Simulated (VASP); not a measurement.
# Na7YF8 (a cell with a defect) in VASP: single point with PBEsol

Aim: the single point of Na7YF8 (a cell with a defect) with PBEsol.

Program: VASP 6.6.1. These are calculated values, not measurements. Logs are shortened: lines on timing, memory, paths and dates and some standing lists are left out, and cuts for length are marked.

## Step 1: The cell of the first run

The cell holds a defect, 16 atoms: a = 9.260 Å, b = 4.630 Å, c = 4.630 Å, α = 90.00°, β = 90.00°, γ = 90.00°.

## Step 2: Single point, PBEsol, collinear spin

The input, INCAR:

```
ALGO = Normal
EDIFF = 1E-6
ENCUT = 520
GGA = PS
GGA_COMPAT = False
ISIF = 2
ISMEAR = -1
ISPIN = 2
LASPH = True
LCHARG = True
LELF = True
LMAXMIX = 4
LORBIT = 11
LREAL = False
LVHAR = True
LWAVE = False
MAGMOM = 0.062 0.062 0.062 0.062 0.062 0.062 0.062 0.062 0.062 0.062 0.062 0.062 0.062 0.062 0.062 0.062
NBANDS = 76
NELECT = 114.0
NELM = 200
PREC = Accurate
SIGMA = 0.05
```

The input, KPOINTS:

```
Automatic mesh
0
Gamma
  2 2 2
  0.5 0.5 0.5
```

The input, POSCAR:

```
Na7YF8
1.0
    9.2600000000      0.0000000000      0.0000000000
    0.0000000000      4.6300000000      0.0000000000
    0.0000000000      0.0000000000      4.6300000000
F Na Y
8 7 1
Direct
    0.2427240000      0.9846860000      0.0081170000
    0.7509760000      0.0175880000      0.9959830000
    0.0146390000      0.4820010000      0.9960580000
    0.4954030000      0.5348330000      0.0137800000
    0.0063610000      0.0193520000      0.4725850000
    0.4988810000      0.9733380000      0.4876560000
    0.2426600000      0.5064770000      0.5046610000
    0.7481530000      0.5394220000      0.4769170000
    0.9908620000      0.9701900000      0.0495120000
    0.5051900000      0.0283370000      0.9842970000
    0.2390520000      0.4933080000      0.9912800000
    0.7422360000      0.4986470000      0.9870100000
    0.2483650000      0.0180280000      0.5022680000
    0.7455270000      0.9810130000      0.4933520000
    0.9932130000      0.5257620000      0.5268810000
    0.5041370000      0.4956880000      0.5065850000
```

Potentials or basis: VASP PAW PBE potentials, release 64 (F, Na_pv, Y_sv).

The run is started by

```bash
$ cat potpaw_PBE.64/F/POTCAR potpaw_PBE.64/Na_pv/POTCAR potpaw_PBE.64/Y_sv/POTCAR > POTCAR
$ mpirun -np 1 vasp_std > vasp.out
```

OUTCAR:

```text
EDIFF = 1E-6
   ENCUT = 520
   GGA = PS
   ISIF = 2
   ISMEAR = -1
   ISPIN = 2
   LASPH = True
   LORBIT = 11
   LREAL = False
   NELECT = 114.0
   NELM = 200
   PREC = Accurate

 ion  position               nearest neighbor table
   1  0.243  0.985  0.008-  11 2.28  13 2.29   9 2.34  13 2.35
   2  0.751  0.018  0.996-  12 2.23   9 2.25  10 2.28  14 2.31  14 2.33
   3  0.015  0.482  0.996-  11 2.08  15 2.19   9 2.28
   4  0.495  0.535  0.014-  16 2.29  10 2.29  12 2.30  16 2.36
   5  0.006  0.019  0.473-   9 1.98  13 2.25  15 2.30
   6  0.499  0.973  0.488-  16 2.21  14 2.28  10 2.31  13 2.33  10 2.35  16 2.42
   7  0.243  0.506  0.505-  11 2.25  13 2.26  15 2.31  16 2.42
   8  0.748  0.539  0.477-  14 2.05  16 2.27  12 2.28  15 2.28
   9  0.991  0.970  0.050-   5 1.98   2 2.25   3 2.28   1 2.34
  10  0.505  0.028  0.984-   2 2.28   4 2.29   6 2.31   6 2.35  16 3.09  16 3.24  16 3.31  16 3.45

  11  0.239  0.493  0.991-   3 2.08   7 2.25   1 2.28  16 3.33  16 3.42
  12  0.742  0.499  0.987-   2 2.23   8 2.28   4 2.30  16 3.13  16 3.26
  13  0.248  0.018  0.502-   5 2.25   7 2.26   1 2.29   6 2.33   1 2.35  16 3.24  16 3.39
  14  0.746  0.981  0.493-   8 2.05   6 2.28   2 2.31   2 2.33  16 3.17  16 3.27
  15  0.993  0.526  0.527-   3 2.19   8 2.28   5 2.30   7 2.31
  16  0.504  0.496  0.507-   6 2.21   8 2.27   4 2.29   4 2.36   6 2.42   7 2.42  10 3.09  12 3.13
                            14 3.17  13 3.24  10 3.24  12 3.26  14 3.27  10 3.31  11 3.33  13 3.39

  LATTYP: Found a simple tetragonal cell.
 ALAT       =     4.6300000000
 C/A-ratio  =     2.0000000000

  Lattice vectors:

 A1 = (   0.0000000000,   4.6300000000,   0.0000000000)
 A2 = (   0.0000000000,   0.0000000000,   4.6300000000)
 A3 = (   9.2600000000,   0.0000000000,   0.0000000000)

Analysis of symmetry for initial positions (statically):
=====================================================================
 Subroutine PRICEL returns:
 Original cell was already a primitive cell.

 Routine SETGRP: Setting up the symmetry group for a
 simple tetragonal supercell.

 Subroutine GETGRP returns: Found  1 space group operations
 (whereof  1 operations were pure point group operations)
 out of a pool of 16 trial point group operations.

The static configuration has the point symmetry C_1 .

Analysis of symmetry for dynamics (positions and initial velocities):
=====================================================================
 Subroutine PRICEL returns:
 Original cell was already a primitive cell.

 Routine SETGRP: Setting up the symmetry group for a
 simple tetragonal supercell.

 Subroutine GETGRP returns: Found  1 space group operations
 (whereof  1 operations were pure point group operations)
 out of a pool of 16 trial point group operations.

The dynamic configuration has the point symmetry C_1 .

Analysis of structural, dynamic, and magnetic symmetry:
=====================================================================
 Subroutine PRICEL returns:
 Original cell was already a primitive cell.

 Routine SETGRP: Setting up the symmetry group for a
 simple tetragonal supercell.

 Subroutine GETGRP returns: Found  1 space group operations
 (whereof  1 operations were pure point group operations)
 out of a pool of 16 trial point group operations.

The overall configuration has the point symmetry C_1 .

 Subroutine INISYM returns: Found  1 space group operations
 (whereof  1 operations are pure point group operations),
 and found     1 'primitive' translations

----------------------------------------------------------------------------------------

                                     Primitive cell

  volume of cell :     198.5057

  direct lattice vectors                    reciprocal lattice vectors
     9.260000000  0.000000000  0.000000000     0.107991361  0.000000000  0.000000000
     0.000000000  4.630000000  0.000000000     0.000000000  0.215982721  0.000000000
     0.000000000  0.000000000  4.630000000     0.000000000  0.000000000  0.215982721
[... 77 lines left out ...]
   dimension x,y,z NGXF=   140 NGYF=   72 NGZF=   72
   ions per type =               8   7   1
   NGX,Y,Z   is equivalent  to a cutoff of  12.57, 12.93, 12.93 a.u.
   NGXF,Y,Z  is equivalent  to a cutoff of  25.13, 25.85, 25.85 a.u.
 SYSTEM =  unknown system
   PREC   = accura    normal or accurate (medium, high low for compatibility)
   ISTART =      0    job   : 0-new  1-cont  2-samecut
   ICHARG =      2    charge: 1-file 2-atom 10-const
   ISPIN  =      2    spin polarized calculation?
   LNONCOLLINEAR =      F non collinear calculations
   LSORBIT =      F    spin-orbit coupling
   LASPH  =      T    aspherical Exc in radial PAW
   ENCUT  =  520.0 eV  38.22 Ry    6.18 a.u.  17.22  8.61  8.61*2*pi/ulx,y,z
   NELM   =    200;   NELMIN=  2; NELMDL= -5     # of ELM steps
   EDIFF  = 0.1E-05   stopping-criterion for ELM
   LREAL  =      F    real-space projection
   EDIFFG = 0.1E-04   stopping-criterion for IOM
   NSW    =      0    number of steps for IOM
   IBRION =     -1    ionic relax: 0-MD 1-quasi-New 2-CG
   NFREE  =      0    steps in history (QN), initial steepest desc. (CG)
   ISIF   =      2    stress and relaxation
   ISYM   =      2    0-nonsym 1-usesym 2-fastsym
   POTIM  = 0.5000    time-step for ionic-motion
   TEBEG  =    0.0;   TEEND  =   0.0 temperature during run
   PSTRESS=    0.0 pullay stress
   NELECT =     114.0000    total number of electrons
   NUPDOWN=      -1.0000    fix difference up-down
   EMIN   =  10.00;   EMAX   =-10.00  energy-range for DOS
   EFERMI =   0.00;   METHOD = LEGACY
   ISMEAR =    -1;   SIGMA  =   0.05  broadening in eV -4-tet -1-fermi 0-gaus
   EFERMI_NEDOS =   21; number of points for ismear=-14 and -15
   IALGO  =     38    algorithm
   IMIX   =      4    mixing-type and parameters
     AMIX     =   0.40;   BMIX     =  1.00
     AMIX_MAG =   1.60;   BMIX_MAG =  1.00
  volume/ion in A,a.u.               =      12.41        83.72
  Fermi-wavevector in a.u.,A,eV,Ry     =   1.360772  2.571487 25.193925  1.851701
  Thomas-Fermi vector in A             =   2.487406
   LORBIT       =     11    0 simple, 1 ext, 2 COOP (PROOUT), +10 PAW based schemes
   GGA     = PS    functional components
   LHFCALC =     F    Hartree Fock is set to
   AEXX    =    0.0000 exact exchange contribution
   IVDW    =     0    specifies the selected vdW correction
   LEPSILON=     F    determine dielectric tensor
   LRPA    =     F    only Hartree local field effects (RPA)
 spin polarized calculation
  energy-cutoff  :      520.00
  volume of cell :      198.51
 maximum number of plane-waves:      5343
 NGX is ok and might be reduce to    70
   NGX = 35   NGY = 17   NGZ = 17

 number of electron     113.9999993 magnetization      -0.0008134

 number of electron     113.9999993 magnetization       0.0003421

 Free energy of the ion-electron system (eV)
  ---------------------------------------------------
  ext. energy  EPLUGINS =         0.00000000
  ---------------------------------------------------
  free energy    TOTEN  =       -79.63658318 eV

  energy without entropy =      -79.63658287  energy(sigma->0) =      -79.63658303

 E-fermi :   1.8224     XC(G=0):  -9.5221

 val. band max:        1.0245040673   @ k =   0.2500   0.2500   0.2500
 cond. band min:       2.6293710113   @ k =   0.2500  -0.2500   0.2500
 fundamental gap:      1.6048669440
 Fermi energy:         1.8223656498

 spin component 1

 k-point     1 :       0.2500    0.2500    0.2500
  band No.  band energies     occupation
      1     -43.4146      1.00000
      2     -25.3300      1.00000
      3     -25.1321      1.00000
      4     -23.7703      1.00000
      5     -23.0110      1.00000
      6     -22.9127      1.00000
[... 277 lines left out ...]
     68       9.6250      0.00000
     69      10.9176      0.00000
 Fermi energy:         1.8223656498

 spin component 2

 k-point     1 :       0.2500    0.2500    0.2500
  band No.  band energies     occupation
      1     -43.4145      1.00000
      2     -25.3300      1.00000
      3     -25.1321      1.00000
      4     -23.7703      1.00000
      5     -23.0110      1.00000
      6     -22.9127      1.00000
[... 277 lines left out ...]
     68       9.6251      0.00000
     69      10.9176      0.00000
 [bands above 69 left out]

------------------------ aborting loop because EDIFF is reached ----------------------------------------

  FORCE on cell =-STRESS in cart. coord.  units (eV):
  Direction    XX          YY          ZZ          XY          YZ          ZX
  --------------------------------------------------------------------------------------
  -------------------------------------------------------------------------------------
  Total      -16.3144544     -7.6052498     -6.5728187      0.0800524      0.2089035      0.5540608
  in kB     -131.6770740    -61.3834224    -53.0504735      0.6461185      1.6860999      4.4719306
  external PRESSURE =     -82.0369900 kB  Pullay stress =       0.0000000 kB

 VOLUME and BASIS-vectors are now :
 -----------------------------------------------------------------------------
  energy-cutoff  :      520.00
  volume of cell :      198.51
      direct lattice vectors                 reciprocal lattice vectors
     9.260000000  0.000000000  0.000000000     0.107991361  0.000000000  0.000000000
     0.000000000  4.630000000  0.000000000     0.000000000  0.215982721  0.000000000
     0.000000000  0.000000000  4.630000000     0.000000000  0.000000000  0.215982721

 POSITION                                       TOTAL-FORCE (eV/Angst)
 -----------------------------------------------------------------------------------
      2.24762      4.55910      0.03758         1.736633      0.305691     -0.194051
      6.95404      0.08143      4.61140        -1.605696     -0.108273     -0.189259
      0.13556      2.23166      4.61175        -1.143609      0.186250      0.233076
      4.58743      2.47628      0.06380         0.349804     -0.616620     -0.290432
      0.05890      0.08960      2.18807        -0.537926     -0.084150      1.477374
      4.61964      4.50655      2.25785         0.237269      0.661291      0.235605
[... 8 lines left out ...]
      9.19715      2.43428      2.43946         0.528432     -0.371064     -0.358894
      4.66831      2.29504      2.34549        -1.542724      0.559701     -0.533111
 -----------------------------------------------------------------------------------
    total drift:                               -0.001263      0.000119      0.000135

  FREE ENERGIE OF THE ION-ELECTRON SYSTEM (eV)
  ---------------------------------------------------
  free  energy   TOTEN  =       -79.6365831793 eV

  energy  without entropy=      -79.6365828722  energy(sigma->0) =      -79.63658303

 total charge

# of ion       s       p       d       f       tot
--------------------------------------------------
    1        1.728   4.320   0.000   0.000   6.047
    2        1.727   4.333   0.000   0.000   6.060
    3        1.726   4.349   0.000   0.000   6.074
    4        1.730   4.352   0.000   0.000   6.082
    5        1.726   4.353   0.000   0.000   6.080
    6        1.731   4.357   0.000   0.000   6.088
[... 8 lines left out ...]
   15        0.046   5.991   0.000   0.000   6.037
   16        2.134   6.282   0.715   0.104   9.235
--------------------------------------------------
tot         16.336  82.955   0.715   0.104 100.110

 magnetization (x)

# of ion       s       p       d       f       tot
--------------------------------------------------
    1        0.000  -0.000   0.000   0.000  -0.000
    2       -0.000  -0.000   0.000   0.000  -0.000
    3        0.000  -0.000   0.000   0.000  -0.000
    4       -0.000  -0.000   0.000   0.000  -0.000
    5        0.000  -0.000   0.000   0.000  -0.000
    6       -0.000  -0.000   0.000   0.000  -0.000
[... 8 lines left out ...]
   15        0.000   0.000   0.000   0.000   0.000
   16       -0.000   0.000   0.000   0.000   0.000
--------------------------------------------------
tot         -0.000  -0.000   0.000   0.000  -0.000
```

Wall time 3.9 min (1 thread of Intel Xeon 8259CL, shared host); peak memory 0.4 GiB.

Results:

```yaml
Free_energy: -79.6366 eV
Largest_force: 3.214 eV/Å
Net_moment: 0.00 μB per cell
Valence_electrons_inside_the_program's_atomic_spheres: F 6.05, 6.06, 6.07, 6.08, 6.09, 6.04 (each value once); Na 6.06, 6.05, 6.04 (each value once); Y 9.23
```

Forces on the atoms (eV/Å):
```
F    1.737  0.306 -0.194
F   -1.606 -0.108 -0.189
F   -1.144  0.186  0.233
F    0.350 -0.617 -0.290
F   -0.538 -0.084  1.477
F    0.237  0.661  0.236
F    3.212 -0.068 -0.078
F   -2.591 -1.183  0.339
Na   0.558  0.335 -1.510
Na  -0.533 -0.551  0.403
Na  -1.194  0.030  0.318
Na   2.281  0.158  0.163
Na  -1.926 -0.347 -0.007
Na   2.171  1.093 -0.009
Na   0.528 -0.371 -0.359
Y   -1.543  0.560 -0.533
```

Caveat: the k points lie up to 0.68 Å⁻¹ apart; the cell carries a net charge on a neutralising background, which shifts energy and pressure; the cell is charged against a uniform background, so pressure and absolute levels hang on convention; the PAW data sets were made with another functional, which shifts forces and pressure a little.
